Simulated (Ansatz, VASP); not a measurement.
MgS: VASP beside Ansatz

INCAR

```
SYSTEM = MgS
PREC = Accurate
ENCUT = 520
EDIFF = 1E-6
ISMEAR = 0
SIGMA = 0.05
LREAL = .False.
LASPH = .True.
NELM = 80
ALGO = Normal
ISIF = 2
LWAVE = .False.
LCHARG = .False.
GGA = PS
NBANDS = 16
```

Contents of KPOINTS:

```
Automatic mesh
0
Gamma
  6 6 4
  0 0 0
```

File POSCAR:

```
MgS
1.0
    4.1960073031      0.0000000000      0.0000000000
   -2.0980036515      3.6338489189      0.0000000000
    0.0000000000      0.0000000000      5.9177106456
Mg S
2 2
Direct
    0.6666666667      0.3333333333      0.4957548500
    0.3333333333      0.6666666667      0.9957548500
    0.3333333333      0.6666666667      0.3792441500
    0.6666666667      0.3333333333      0.8792441500
```

Input for Ansatz:

```yaml
crystal:
  lattice:
    - [4.1960073031, 0.0, 0.0]
    - [-2.0980036515, 3.6338489189, 0.0]
    - [0.0, 0.0, 5.9177106456]
  atoms:
    - { symbol: Mg, position: [0.6666666667, 0.3333333333, 0.49575485] }
    - { symbol: Mg, position: [0.3333333333, 0.6666666667, 0.99575485] }
    - { symbol: S, position: [0.3333333333, 0.6666666667, 0.37924415] }
    - { symbol: S, position: [0.6666666667, 0.3333333333, 0.87924415] }
basis:
  ecutwfc: 420
kpoints:
  mp_grid: { grid: [6, 6, 4] }
hamiltonian:
  xc: pbesol
scf:
  occupations: { method: gaussian, width: 0.05 }
output:
  forces: true
  stress: true
  eigenvalues: true
```

Change from the starting cell: strain +0.040 along x and y, -0.080 along z, atoms carried along.

Alike in both runs: task single point; functional PBEsol; k mesh 6 × 6 × 4; occupations gaussian, width 0.05 eV; no spin polarisation.

|  | VASP | Ansatz |
| --- | --- | --- |
| version | VASP 6.6.1 | Ansatz 0.2.0 |
| potentials or method | VASP PAW PBE potentials, release 64 (Mg, S), cutoff 520 eV | scalar-relativistic, plane waves, PAW |
| valence electrons in the cell | 16 | 32 |

```csv
,VASP,Ansatz,Ansatz less VASP
gap on the k mesh at the Fermi level (eV),3.09,3.09,+0.001
least direct gap on the mesh (eV),3.09,3.09,+0.001
pressure (GPa),0.9,1.0,+0.07
"traceless stress, the component that is largest in VASP (GPa)",9.13,9.07,-0.060
rms of the force components (eV/Å),0.742,0.738,-0.0038
```

VASP's potentials were made for PBE, not for PBEsol. Atom by atom the forces differ by 0.004 eV/Å (rms over components). VASP's potentials hold 16 valence electrons a cell and Ansatz's 32, so a difference there can come from the potentials and not from the codes.
